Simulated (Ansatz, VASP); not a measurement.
# One calculation of Ga4Bi3N, two programs

```xyz
8
Lattice="5.8651 0.0000 0.0000 0.0000 5.8651 0.0000 0.0000 0.0000 5.8651" Properties=species:S:1:pos:R:3 pbc="T T T"
N     0.0000    0.0000    0.0000
Ga    4.6986    4.6986    4.6986
Ga    1.1665    1.1665    4.6986
Ga    1.1665    4.6986    1.1665
Ga    4.6986    1.1665    1.1665
Bi    2.9325    2.9325    0.0000
Bi    2.9325    0.0000    2.9325
Bi    0.0000    2.9325    2.9325
```

Alike in both runs: task single point; functional PBE; k mesh 4 × 4 × 4; occupations fermi-dirac, width 0.02 eV; no spin polarisation.

|  | VASP | Ansatz |
| --- | --- | --- |
| version | VASP 6.6.1 | Ansatz 0.2.0 |
| potentials or method | VASP PAW PBE potentials, release 64 (N, Ga_d, Bi_d) | plane waves, PAW |
| plane-wave cutoff (eV) | 520 | 420 |
| valence electrons in the cell | 102 | 102 |

```csv
,VASP,Ansatz,Ansatz less VASP
pressure (GPa),3.4,3.4,-0.03
rms of the force components (eV/Å),0.049,0.041,-0.0076
```

With one functional, cell and mesh, what is left measures potentials, basis and numerics.

Spin-orbit coupling is off throughout.
